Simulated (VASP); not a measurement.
A run of VASP 6.6.1:

The input INCAR:

```
PREC = Accurate
ENCUT = 520
EDIFF = 1E-6
ISMEAR = -1
SIGMA = 0.01
LREAL = Auto
LASPH = True
NELM = 120
ALGO = Normal
ISIF = 2
LWAVE = False
LCHARG = False
GGA = CA
NBANDS = 82
NELECT = 122.0
GGA_COMPAT = False
```

KPOINTS

```
Automatic mesh
0
Gamma
  1 1 1
  0.25 0.25 0.25
```

File POSCAR:

```
Al16N15
1.0
    6.2604124029      0.0000000578      0.0000000000
   -3.1302062515      5.4216761502      0.0000000000
    0.0000000000      0.0000000000     10.0361163407
Al N
16 15
Direct
    0.3319674699      0.1665638338      0.2512930326
    0.1679767786      0.3311048480      0.5024913210
    0.3322697797      0.1671219354      0.7509562874
    0.1658047641      0.3332575701      1.0001332448
    0.3323332675      0.6636048978      0.2495549813
    0.1721902799      0.8358426413      0.5007085620
    0.3309621122      0.6648585826      0.7512283405
    0.1659467955      0.8339881926      1.0003834609
    0.8355086203      0.1670855388      0.2496574593
    0.6625544283      0.3259686602      0.5010117622
    0.8340804987      0.1675102996      0.7512386669
    0.6650541760      0.3329612085      1.0004621661
    0.8326183076      0.6663401261      0.2423848357
    0.6631636555      0.8352712031      0.5021869003
    0.8326975871      0.6666392185      0.7516383172
    0.6652583884      0.8339267578      0.9997209632
    0.3338418860      0.1649089709      0.4411246996
    0.1678184273      0.3312671397      0.1903999765
    0.3316108276      0.1674863215      0.9407233620
    0.1671382533      0.3318582487      0.6908141882
    0.3312237281      0.6638713077      0.4397736265
    0.1672440104      0.8315261332      0.1936961934
    0.3309789008      0.6685832960      0.9409476032
    0.1653276225      0.8316997501      0.6884488784
    0.8348885255      0.1676308624      0.4399243501
    0.6664704961      0.3312943532      0.1936291507
    0.8306068166      0.1682054538      0.9409212249
    0.6683692059      0.3343694466      0.6886227692
    0.6677169638      0.8326195738      0.1919943132
    0.8311418823      0.6678512651      0.9417462982
    0.6667872179      0.8309609715      0.6897093162
```

Potentials or basis: VASP PAW LDA potentials, release 64 (Al, N).

The run is started by

```sh
$ cat potpaw_LDA.64/Al/POTCAR potpaw_LDA.64/N/POTCAR > POTCAR
$ mpirun -np 1 vasp_std > vasp.out
```

Hardware: 1 thread of Intel(R) Xeon(R) Platinum 8175M CPU @ 2.50GHz (Skylake/Cascade Lake), on a shared host.

Q: How long does it take, and how much memory?

A: Wall time 9.6 min on 1 thread of Intel(R) Xeon(R) Platinum 8175M CPU @ 2.50GHz (Skylake/Cascade Lake), with other jobs on the host, peak memory 0.38 GiB. Counts: scf iterations 16, k points 6.
